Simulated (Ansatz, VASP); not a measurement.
## SbW2 in VASP and in Ansatz

File INCAR:

```
SYSTEM = SbW2
  PREC = Accurate
  ENCUT = 600
  EDIFF = 1E-6
  ISMEAR = -1
  SIGMA = 0.05
  LREAL = .False.
  LASPH = .True.
  NELM = 100
  ALGO = Fast
  ISIF = 3
  LWAVE = .False.
  LCHARG = .False.
  GGA = PE
  IBRION = 2
  NSW = 60
  EDIFFG = -0.02
```

The input KPOINTS:

```
regular mesh
0
Gamma
  7 7 7
  0 0 0
```

The input POSCAR:

```
SbW2
1.0
    0.0000000000      3.1330100000      3.1330100000
    3.1330100000      0.0000000000      3.1330100000
    3.1330100000      3.1330100000      0.0000000000
Sb W
1 2
Direct
    0.5000000000      0.5000000000      0.5000000000
    0.2500000000      0.2500000000      0.2500000000
    0.7500000000      0.7500000000      0.7500000000
```

input.yaml

```yaml
crystal:
  lattice:
    - [0.0, 3.13301, 3.13301]
    - [3.13301, 0.0, 3.13301]
    - [3.13301, 3.13301, 0.0]
  atoms:
    - { symbol: Sb, position: [0.5, 0.5, 0.5] }
    - { symbol: W, position: [0.25, 0.25, 0.25] }
    - { symbol: W, position: [0.75, 0.75, 0.75] }
hamiltonian:
  xc: pbe
  pseudopotentials: { kind: paw }
kpoints:
  mp_grid: { grid: [7, 7, 7] }
scf:
  occupations: { method: fermi_dirac, width: 0.05 }
output:
  forces: true
  stress: true
  eigenvalues: true
  write_density: true
  write_potential: true
  elf: true
  volumetric_format: npy
relax:
  f_tol: 0.01
  max_steps: 40
  cell: { stress_tol: 0.05 }
```

Alike in both runs: task relaxation of cell and atoms; functional PBE; k mesh 7 × 7 × 7; occupations fermi-dirac, width 0.05 eV; no spin polarisation.

```csv
,VASP,Ansatz
version,VASP 6.6.1,Ansatz 0.2.0
potentials or method,"VASP PAW PBE potentials, release 64 (Sb, W_sv)",Ansatz PAW
plane-wave cutoff (eV),600,420
valence electrons in the cell,33,43
```

VASP gave:

- gap on the k mesh at the Fermi level, each at its own relaxed structure (eV): none
- relaxed volume (Å³/atom): 20.53
- relaxed cell length with the largest relative difference (Å): 4.432

Q: Which values does Ansatz return?

A: gap on the k mesh at the Fermi level, each at its own relaxed structure (eV): none; relaxed volume (Å³/atom): 20.50; relaxed cell length with the largest relative difference (Å): 4.431.

A gap of «none» marks a metal or a gap that the smearing closes. VASP's potentials hold 33 valence electrons a cell and Ansatz's 43, so a difference there can come from the potentials and not from the codes.

Spin-orbit coupling is off throughout. Noted on VASP's run: too few bands were computed for a metal, which touches its energy and stress. Noted on Ansatz's run: the plane-wave basis is chosen anew once the cell has moved, so the energies of steps on either side of that aren't comparable.
